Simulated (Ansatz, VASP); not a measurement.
# Two plane-wave programs on Mg

```xyz
1
Lattice="0.0000 2.0853 2.0853 2.0853 0.0000 2.0853 2.0853 2.0853 0.0000" Properties=species:S:1:pos:R:3 pbc="T T T"
Mg    0.0000    0.0000    0.0000
```

Alike in both runs: task single point; functional r2SCAN; k mesh 10 × 10 × 10; occupations methfessel-paxton of order 1, width 0.0166 eV; no spin polarisation.

|  | VASP | Ansatz |
| --- | --- | --- |
| version | VASP 6.6.1 | Ansatz 0.2.0 |
| potentials or method | VASP PAW PBE potentials, release 64 (Mg), cutoff 660 eV | PAW plane waves |
| valence electrons in the cell | 2 | 10 |

Ansatz gave:

| Quantity | Value |
| --- | --- |
| pressure (GPa) | 13.3 |

Q: Which values does VASP return?

A: Pressure (GPa): 13.0.

VASP's potentials were made for PBE, not for r2SCAN. VASP's potentials hold 2 valence electrons a cell and Ansatz's 10, so a difference there can come from the potentials and not from the codes.
